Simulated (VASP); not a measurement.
# CuAu (R-3m) in VASP: a series of runs, part 2 of 2

VASP 6.6.1.

## (3) Relaxation of cell and atoms, PBEsol, target pressure 10 GPa, at which the enthalpy is minimised

File INCAR:

```
SYSTEM = CuAu
PREC = Accurate ; ENCUT = 600
EDIFF = 1E-6 ; ISMEAR = -1
SIGMA = 0.05 ; LREAL = .FALSE.
LASPH = .TRUE. ; NELM = 60
ALGO = Normal ; ISIF = 3
LWAVE = .FALSE. ; LCHARG = .FALSE.
GGA = PS ; IBRION = 2
NSW = 80 ; EDIFFG = -0.02
PSTRESS = 100.0
```

File KPOINTS:

```
regular mesh
0
G
  11 11 11
  0 0 0
```

File POSCAR:

```
CuAu
1.0
    1.4430568479      0.8331492596      4.2561707609
   -1.4430568479      0.8331492596      4.2561707609
    0.0000000000     -1.6662985192      4.2561707609
Au Cu
1 1
Direct
    0.0000000000      0.0000000000      0.0000000000
    0.5000000000      0.5000000000      0.5000000000
```

Potentials or basis: VASP PAW PBE potentials, release 64 (Au, Cu).

Launch:

```console
> cat potpaw_PBE.64/Au/POTCAR potpaw_PBE.64/Cu/POTCAR > POTCAR
> mpirun -np 1 vasp_std > vasp.out
```

OUTCAR:

```text
SYSTEM = CuAu
   PREC = Accurate
   ENCUT = 600
   EDIFF = 1E-6
   ISMEAR = -1
   LREAL = .FALSE.
   LASPH = .TRUE.
   NELM = 60
   ISIF = 3
   GGA = PS
   IBRION = 2
   NSW = 80
   EDIFFG = -0.02
   PSTRESS = 100.0

 ion  position               nearest neighbor table
   1  0.000  0.000  0.000-   2 2.70   2 2.70   2 2.70   2 2.70   2 2.70   2 2.70
   2  0.500  0.500  0.500-   1 2.70   1 2.70   1 2.70   1 2.70   1 2.70   1 2.70

  LATTYP: Found a trigonal (rhomboedric) cell.
 ALAT       =     4.5707264522
 COS(alpha) =     0.8006453295

  Lattice vectors:

 A1 = (   1.4430568479,   0.8331492596,   4.2561707609)
 A2 = (  -1.4430568479,   0.8331492596,   4.2561707609)
 A3 = (   0.0000000000,  -1.6662985192,   4.2561707609)

Analysis of symmetry for initial positions (statically):
=====================================================================
 Subroutine PRICEL returns:
 Original cell was already a primitive cell.

 Routine SETGRP: Setting up the symmetry group for a
 trigonal (rhombohedral) supercell.

 Subroutine GETGRP returns: Found 12 space group operations
 (whereof 12 operations were pure point group operations)
 out of a pool of 12 trial point group operations.

The static configuration has the point symmetry D_3d.

Analysis of symmetry for dynamics (positions and initial velocities):
=====================================================================
 Subroutine PRICEL returns:
 Original cell was already a primitive cell.

 Routine SETGRP: Setting up the symmetry group for a
 trigonal (rhombohedral) supercell.

 Subroutine GETGRP returns: Found 12 space group operations
 (whereof 12 operations were pure point group operations)
 out of a pool of 12 trial point group operations.

The dynamic configuration has the point symmetry D_3d.

 Subroutine INISYM returns: Found 12 space group operations
 (whereof 12 operations are pure point group operations),
 and found     1 'primitive' translations

----------------------------------------------------------------------------------------

[... 138 lines left out ...]
  ---------------------------------------------------
  free energy    TOTEN  =        -8.15259054 eV

  energy without entropy =       -8.14459882  energy(sigma->0) =       -8.14859468

------------------------ aborting loop because EDIFF is reached ----------------------------------------

  FORCE on cell =-STRESS in cart. coord.  units (eV):
  Direction    XX          YY          ZZ          XY          YZ          ZX
  --------------------------------------------------------------------------------------
  -------------------------------------------------------------------------------------
  Total       -1.6444933     -1.6444933     -1.3223866     -0.0000000     -0.0000000     -0.0000000
  in kB      -85.8155779    -85.8155779    -69.0068913     -0.0000000     -0.0000000     -0.0000000
  external PRESSURE =    -180.2126824 kB  Pullay stress =     100.0000000 kB
[... 25 lines left out ...]
--------------------------------------- Ionic step        2  -------------------------------------------

 number of electron      22.0000002 magnetization

 E-fermi :  12.2250     XC(G=0): -14.0754

 val. band max:       12.1162064944   @ k =  -0.4545  -0.4545   0.0909
 cond. band min:      12.2323155968   @ k =   0.0909   0.0909   0.0000
 fundamental gap:      0.1161091025
 Fermi energy:        12.2250006634

 k-point     1 :       0.0000    0.0000    0.0000
  band No.  band energies     occupation
      1      -0.0706      2.00000
      2       3.3619      2.00000
      3       5.7569      2.00000
      4       5.7569      2.00000
      5       7.2634      2.00000
      6       7.2634      2.00000
      7       8.4104      2.00000
      8       9.2525      2.00000
      9       9.2525      2.00000
     10      10.2940      2.00000
     11      10.2940      2.00000
     12      11.0358      2.00000
     13      18.3233      0.00000
     14      26.4260      0.00000
[... 486 lines left out ...]
  energy  without entropy=       -8.1534314279  energy(sigma->0) =       -8.15701067

  enthalpy is  TOTEN    =        -6.4346159144 eV   P V=        1.7259739924

[... ionic steps 4 to 7 ...]

--------------------------------------- Ionic step        8  -------------------------------------------

 number of electron      22.0000000 magnetization

------------------------ aborting loop because EDIFF is reached ----------------------------------------
[... 71 lines left out ...]
--------------------------------------- Ionic step       10  -------------------------------------------

 number of electron      21.9999999 magnetization

 Free energy of the ion-electron system (eV)
  ---------------------------------------------------
  ext. energy  EPLUGINS =         0.00000000
  ---------------------------------------------------
  free energy    TOTEN  =        -8.16218305 eV

  energy without entropy =       -8.15766667  energy(sigma->0) =       -8.15992486

 E-fermi :   9.5102     XC(G=0): -13.1549

 val. band max:        9.4978372376   @ k =   0.2727   0.1818   0.0909
 cond. band min:       9.5106797838   @ k =   0.3636   0.3636   0.0909
 fundamental gap:      0.0128425462
 Fermi energy:         9.5101736646

 k-point     1 :       0.0000    0.0000    0.0000
  band No.  band energies     occupation
      1      -1.0704      2.00000
      2       2.0995      2.00000
      3       4.1455      2.00000
      4       4.1455      2.00000
      5       5.5114      2.00000
      6       5.5114      2.00000
      7       6.3195      2.00000
      8       7.0502      2.00000
      9       7.0502      2.00000
     10       7.7890      2.00000
     11       7.7890      2.00000
     12       8.6418      2.00000
     13      14.1227      0.00000
     14      24.2408      0.00000
[... 448 lines left out ...]
  energy  without entropy=       -8.1576666682  energy(sigma->0) =       -8.15992486

  enthalpy is  TOTEN    =        -6.4446708400 eV   P V=        1.7175122084

 reached required accuracy - stopping structural energy minimisation
```

OSZICAR:

```text
N       E                     dE             d eps       ncg     rms          rms(c)
DAV:   1     0.138185557999E+03    0.13819E+03   -0.12101E+04  4562   0.227E+03
[... 92 lines left out ...]
DAV:   1    -0.818670010739E+01   -0.11552E-01   -0.37982E-01  4468   0.129E+01    0.121E+00
DAV:   2    -0.817207064016E+01    0.14629E-01   -0.18248E-01  4422   0.136E+01    0.639E-01
DAV:   3    -0.816342416123E+01    0.86465E-02   -0.72821E-02  5143   0.106E+01    0.428E-01
DAV:   4    -0.816242821364E+01    0.99595E-03   -0.31922E-03  6037   0.175E+00    0.222E-01
DAV:   5    -0.816219416704E+01    0.23405E-03   -0.82468E-04  6611   0.894E-01    0.358E-02
DAV:   6    -0.816218269200E+01    0.11475E-04   -0.10800E-04  6612   0.255E-01    0.655E-03
DAV:   7    -0.816218304841E+01   -0.35641E-06   -0.17467E-06  3822   0.126E-02
  10 F= -.64446708E+01 E0= -.64424126E+01  d E =-.282105E-03
```

Wall time 11 min (1 thread of Intel Xeon 6975P-C (Granite Rapids), shared host); peak memory 0.33 GiB.

What came out:

- Free energy: -8.1622 eV
- Relaxed volume: 13.76 Å³/atom
- Relaxed cell: a = 4.500 Å, b = 4.500 Å, c = 4.500 Å, α = 35.55°, β = 35.55°, γ = 35.55°
- Space group after relaxing (to 0.05 Å): R-3m (No. 166)
- Energy change on relaxing (the enthalpy is what falls): -4.8 meV/atom
- Ionic steps: 10
- Pressure after relaxing: 10.0 GPa
- Band gap on the k mesh: zero (band 11 reaches 11.71 eV, above the bottom of band 12 at 7.18 eV)

Step by step:
```csv
step,energy change (eV),largest force (eV/Å),pressure (GPa),volume (Å³)
1,0.0000,0.0000,-8.02,30.70
2,0.7460,0.0000,58.63,23.65
3,-0.0080,0.0000,9.14,27.65
4,-0.0025,0.0000,9.86,27.56
5,0.0013,0.0000,10.31,27.50
6,-0.0028,0.0000,10.49,27.47
7,-0.0033,0.0000,10.86,27.42
8,-0.0030,0.0000,10.87,27.42
9,-0.0226,0.0000,8.41,27.75
10,-0.0096,0.0000,10.02,27.52
```

Final structure:
```
Au Cu
1.0
     1.37350    0.79299    4.21075
    -1.37350    0.79299    4.21075
     0.00000   -1.58599    4.21075
Au Cu
1 1
Direct
  0.00000 0.00000 0.00000
  0.50000 0.50000 0.50000
```

Levels at points of the mesh, in eV from the Fermi level:
```tsv
k point	band 8	band 9	band 10	band 11	band 12	band 13	band 14	band 15
(0.00, 0.00, 0.00)	-2.46	-2.46	-1.72	-1.72	-0.87	4.61	14.73	17.55
```

Caveat: the cell is relaxed towards a set pressure, so the enthalpy falls and the energy may rise; the PAW data sets were made with another functional, which shifts forces and pressure a little; spin-orbit coupling is left out, which moves the levels of the heavy elements.
